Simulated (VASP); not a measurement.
# MgB2: single point with r2SCAN

Crystal: MgB2.

```
Mg B
1.0
     3.07304    0.00000    0.00000
    -1.53652    2.66133    0.00000
     0.00000    0.00000    3.49942
Mg B
1 2
Direct
  0.00000 0.00000 0.00000
  0.66667 0.33333 0.50000
  0.33333 0.66667 0.50000
```

```json
{"Program": "VASP 6.6.1", "Task": "single point", "Functional": "r2SCAN", "Potentials or basis": "VASP PAW PBE potentials, release 64 (Mg, B)", "Cutoff": "520 eV", "k mesh": "10 × 10 × 8", "Occupations": "fermi-dirac, width 0.05 eV", "Spin": "no spin polarisation"}
```

| Property | Result |
| --- | --- |
| Pressure | -0.4 GPa |
| Band gap on the k mesh | zero (band 4 reaches 6.58 eV, above the bottom of band 5 at 3.98 eV) |

Stress tensor (GPa, compression positive):
```
-0.25  0.00  0.00
 0.00 -0.25  0.00
 0.00  0.00 -0.66
```

Levels at points of the mesh, in eV from the Fermi level:
```csv
k point,band 1,band 2,band 3,band 4,band 5,band 6,band 7,band 8
"(0.00, 0.00, 0.00)",-13.35,-3.17,0.34,0.34,2.00,6.61,6.61,8.54
"(0.50, 0.00, 0.00)",-9.28,-8.39,-2.39,0.18,3.30,4.09,5.83,7.99
"(0.00, 0.00, 0.50)",-12.04,-7.85,0.75,0.75,6.93,6.93,8.59,10.51
"(0.50, 0.00, 0.50)",-8.25,-7.45,-3.84,-2.08,-1.29,6.06,9.53,9.74
```

Run time: 65 s on 1 thread of AMD EPYC 7R43 64-Core Processor (Zen 3) (shared host), peak memory 0.12 GiB.

Caveat: the PAW data sets were made with another functional, which shifts forces and pressure a little.
